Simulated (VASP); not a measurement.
A run of VASP 6.6.1 is set up as follows.

INCAR

```
SYSTEM = HfB2
  ALGO = Normal
  EDIFF = 1E-6
  ENCUT = 520
  GGA = PS
  ISIF = 2
  ISMEAR = -1
  LASPH = .True.
  LCHARG = .False.
  LREAL = .False.
  LWAVE = .False.
  NBANDS = 15
  NELM = 80
  PREC = Accurate
  SIGMA = 0.05
```

KPOINTS

```
k-points
0
Gamma
  10 10 8
  0 0 0
```

The input POSCAR:

```
HfB2
1.0
    3.2656000000      0.0000000000      0.0000000000
   -1.6328000000      2.8280925586      0.0000000000
    0.0000000000      0.0000000000      3.4800000000
Hf B
1 2
Direct
    0.0000000000      0.0000000000      0.0000000000
    0.6666666667      0.3333333333      0.5000000000
    0.3333333333      0.6666666667      0.5000000000
```

Potentials or basis: VASP PAW PBE potentials, release 64 (Hf_pv, B).

Command:

```bash
$ cat potpaw_PBE.64/Hf_pv/POTCAR potpaw_PBE.64/B/POTCAR > POTCAR
$ mpirun -np 1 vasp_std > vasp.out
```

Question: What does it give for the band gap on the k mesh?

Answer: Zero (band 8 reaches 7.42 eV, above the bottom of band 9 at 6.73 eV).

Question: What does it give for the pressure?

Answer: -21.7 GPa.

Stress tensor (GPa, compression positive):
```
-26.13   0.00   0.00
  0.00 -26.13   0.00
  0.00   0.00 -12.76
```

Caveat: the PAW data sets were made with another functional, which shifts forces and pressure a little; spin-orbit coupling is left out, which moves the levels of the heavy elements.
